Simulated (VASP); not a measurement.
A run of VASP 6.6.1 is set up as follows.

File INCAR:

```
SYSTEM = BiTe
PREC     = Accurate       ! precision mode
ENCUT    = 520            ! plane-wave cutoff, eV
EDIFF    = 1E-6           ! SCF threshold, eV
ISMEAR   = 0              ! smearing method
SIGMA    = 0.15           ! smearing width, eV
LREAL    = .FALSE.        ! projectors in reciprocal space
LASPH    = .TRUE.         ! aspherical terms in the spheres
NELM     = 60             ! most SCF steps
ALGO     = Normal         ! electronic algorithm
ISIF     = 2              ! what is computed and relaxed
LWAVE    = .FALSE.        ! write WAVECAR
LCHARG   = .FALSE.        ! write CHGCAR
GGA      = PE             ! functional
NBANDS   = 18             ! bands
```

The input KPOINTS:

```
Automatic mesh
0
G
  16 16 16
  0 0 0
```

File POSCAR:

```
BiTe
1.0
    0.0000000000      3.1903968311      3.2511941619
    3.3119914927      0.0000000000      3.2511941619
    3.3119914927      3.1903968311      0.0000000000
Bi Te
1 1
Direct
    0.0000000000      0.0000000000      0.0000000000
    0.5000000000      0.5000000000      0.5000000000
```

Potentials or basis: VASP PAW PBE potentials, release 64 (Bi_d, Te).

Launch:

```sh
$ cat potpaw_PBE.64/Bi_d/POTCAR potpaw_PBE.64/Te/POTCAR > POTCAR
$ mpirun -np 1 vasp_std > vasp.out
```

Problem. Predict the band gap on the k mesh.

Solution. Zero (an odd number of electrons rules out a gap without spin polarisation).

Problem. Estimate the pressure.

Solution. 0.1 GPa.

Stress tensor (GPa, compression positive):
```
-1.42  0.00  0.00
 0.00  1.60  0.00
 0.00  0.00  0.01
```

Caveat: the cell differs from its parent crystal (strain +0.0187 x Voigt [1, -1, 0, 0, 0, 0]); spin-orbit coupling is left out, which moves the levels of the heavy elements.
